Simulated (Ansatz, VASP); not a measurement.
## Two plane-wave programs on Ca3SbP

File INCAR:

```
PREC = Accurate ; ENCUT = 520
EDIFF = 1E-6 ; ISMEAR = 0
SIGMA = 0.05 ; LREAL = F
LASPH = T ; NELM = 60
ALGO = Normal ; ISIF = 2
LWAVE = F ; LCHARG = F
GGA = CA ; NBANDS = 28
```

KPOINTS

```
Automatic mesh
0
Gamma
  6 6 6
```

POSCAR

```
Ca3SbP
1.0
    5.2080295048      0.0000000000      0.0000000000
    0.0000000000      5.2080295048      0.0000000000
    0.0000000000      0.0000000000      5.2080295048
Ca Sb P
3 1 1
Direct
   -0.0114827719      0.5000000000      0.5000000000
    0.4542997981      0.0000000000      0.5000000000
    0.4542997981      0.5000000000      0.0000000000
    0.0351054686      0.0000000000      0.0000000000
    0.4951220023      0.5000000000      0.5000000000
```

Input for Ansatz:

```yaml
crystal:
  lattice:
    - [5.2080295048, 0.0, 0.0]
    - [0.0, 5.2080295048, 0.0]
    - [0.0, 0.0, 5.2080295048]
  atoms:
    - { symbol: Ca, position: [-0.0114827719, 0.5, 0.5] }
    - { symbol: Ca, position: [0.4542997981, 0.0, 0.5] }
    - { symbol: Ca, position: [0.4542997981, 0.5, 0.0] }
    - { symbol: Sb, position: [0.0351054686, 0.0, 0.0] }
    - { symbol: P, position: [0.4951220023, 0.5, 0.5] }
basis:
  ecutwfc: 420
kpoints:
  mp_grid: { grid: [6, 6, 6] }
hamiltonian:
  xc: lda
scf:
  occupations: { method: gaussian, width: 0.05 }
output:
  forces: true
  stress: true
  eigenvalues: true
```

Change from the starting cell: mode 1 frozen in at -0.240 Å, equal normal strain along x, y and z -0.0083.

Alike in both runs: task single point; functional LDA; k mesh 6 × 6 × 6; occupations gaussian, width 0.05 eV; no spin polarisation.

```csv
,VASP,Ansatz
version,VASP 6.6.1,Ansatz 0.2.0
potentials or method,"VASP PAW LDA potentials, release 64 (Ca_sv, Sb, P), cutoff 520 eV","scalar-relativistic, plane waves, PAW"
valence electrons in the cell,40,50
```

```csv
,VASP,Ansatz,Ansatz less VASP
gap on the k mesh at the Fermi level (eV),0.76,0.77,+0.010
least direct gap on the mesh (eV),0.76,0.77,+0.010
pressure (GPa),1.9,1.7,-0.19
"traceless stress, the component that is largest in VASP (GPa)",0.88,0.88,-0.001
rms of the force components (eV/Å),0.047,0.043,-0.0034
```

LDA's correlation is that of Perdew and Zunger in VASP and of Perdew and Wang (1992) in Ansatz. Atom by atom the forces differ by 0.004 eV/Å (rms over components). VASP's potentials hold 40 valence electrons a cell and Ansatz's 50, so a difference there can come from the potentials and not from the codes.

Spin-orbit coupling is off throughout.
